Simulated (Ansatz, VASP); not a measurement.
**One calculation of Al, two programs**

```xyz
1
Lattice="-1.6224 1.6224 1.6224 1.6224 -1.6224 1.6224 1.6224 1.6224 -1.6224" Properties=species:S:1:pos:R:3 pbc="T T T"
Al    0.0000    0.0000    0.0000
```

Alike in both runs: task single point; functional PBE0; k mesh 8 × 8 × 8; occupations fermi-dirac, width 0.05 eV; no spin polarisation.

```csv
,VASP,Ansatz
version,VASP 6.6.1,Ansatz 0.2.0
potentials or method,"VASP PAW PBE potentials, release 64 (Al)",Ansatz PAW
plane-wave cutoff (eV),520,420
valence electrons in the cell,3,3
```

```csv
,VASP,Ansatz,Ansatz less VASP
gap on the k mesh at the Fermi level (eV),none,none,-
pressure (GPa),-1.0,-1.0,-0.04
```

A gap of «none» marks a metal or a gap that the smearing closes.
